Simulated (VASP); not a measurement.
Set up this calculation in VASP 6.6.1, as the native input.

| Item | Value |
| --- | --- |
| Task | single point |
| Functional | PBE |
| Potentials or basis | VASP PAW PBE potentials, release 64 (C, H, O) |
| Cutoff | 520 eV |
| k mesh | 1 × 1 × 1 |
| Occupations | fermi-dirac, width 0.05 eV |
| Spin | no spin polarisation |
| Dipole correction | no |
| Further INCAR settings | LREAL = Auto; ALGO = Normal; EDIFF = 1e-07; NBANDS = 49 |

The structure of H6C2O lies in POSCAR:

```
H6C2O
1.0
    6.9520530000      0.0000000000      0.0000000000
    0.0000000000      6.9520530000      0.0000000000
    0.0000000000      0.0000000000      6.9520530000
C H O
6 18 3
Direct
    0.0260930117      0.3286655036      0.8335954861
    0.0966045570      0.2570032190      0.9971155283
    0.6121644930      0.2332116858      0.3906184260
    0.5571016216      0.3027019501      0.2241639987
   -0.1696908812      0.7995623739      0.2184390712
   -0.0154774424      0.7589125112      0.1144985517
    0.0554656301      0.2849374135      0.6866748571
   -0.0830977554      0.4399851382      0.8301720370
    0.1948345331      0.1347227934      1.0178144499
    0.0452096668      0.3243502315      1.1282278774
    0.5770525627      0.2887492371      0.5276283135
    0.7166084608      0.1152177637      0.4034635524
    0.4707674122      0.4298010962      0.2131025181
    0.6254267624      0.2366639035      0.1020993367
   -0.3212000829      0.8045249367      0.1708416205
   -0.1486898906      0.8500366726      0.3650144785
   -0.0114354709      0.7290220601     -0.0367517336
    0.1308102801      0.7704055191      0.1714169901
    0.0705403138      1.0091839058      0.6786916038
    0.1277608212      0.8068983364      0.6258439054
    0.6167386814      0.9399525579      0.7873933067
    0.7752961607      0.8001377435      0.7034037284
    0.2657056843      0.5078355991      0.7359552639
    0.4023991186      0.6649978071      0.6844021471
    0.0249278882      0.8981951087      0.6122795669
    0.6383869628      0.8023241480      0.7449310297
    0.2972503230      0.5972768044      0.6278433148
```

These files were run (other wordings do the same):

INCAR

```
ALGO = Normal ; EDIFF = 1E-7
ENCUT = 520 ; GGA = PE
ISIF = 2 ; ISMEAR = -1
LASPH = T ; LCHARG = F
LREAL = Auto ; LWAVE = F
NBANDS = 49 ; NELM = 80
PREC = Accurate ; SIGMA = 0.05
```

KPOINTS

```
k-points
0
Gamma
  1 1 1
```

Potentials or basis: VASP PAW PBE potentials, release 64 (C, H, O).

Command:

```bash
$ cat potpaw_PBE.64/C/POTCAR potpaw_PBE.64/H/POTCAR potpaw_PBE.64/O/POTCAR > POTCAR
$ mpirun -np 1 vasp_gam > vasp.out
```

Results of the run:

```
Pressure               : 1.3 GPa
Largest force          : 1.894 eV/Å
Band gap on the k mesh : 4.67 eV
```

Caveat: the k points lie up to 0.90 Å⁻¹ apart.

Run time: 29 s on 1 thread of Intel(R) Xeon(R) 6975P-C (Granite Rapids), with other jobs on the host, peak memory 0.35 GiB.
